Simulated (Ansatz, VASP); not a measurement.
**One calculation of Cr, two programs**

```
Cr
1.0
    -1.45307    1.45307    1.45307
     1.45307   -1.45307    1.45307
     1.45307    1.45307   -1.45307
Cr
1
Cartesian
  0.0000 0.0000 0.0000
```

Alike in both runs: task single point; functional PBE; k mesh 8 × 8 × 8; collinear spin.

```csv
,VASP,Ansatz
version,VASP 6.6.1,Ansatz 0.2 development build
potentials or method,"VASP PAW PBE potentials, release 64 (Cr_pv)",scalar-relativistic
plane-wave cutoff (eV),500,1279
occupations,"fermi-dirac, width 0.1 eV",fermi-dirac
```

|  | VASP | Ansatz | Ansatz less VASP |
| --- | --- | --- | --- |
| net moment per atom (μB) | 0.00 | 0.00 | 0.000 |

The k mesh is coarse, so the values compare programs but aren't converged.
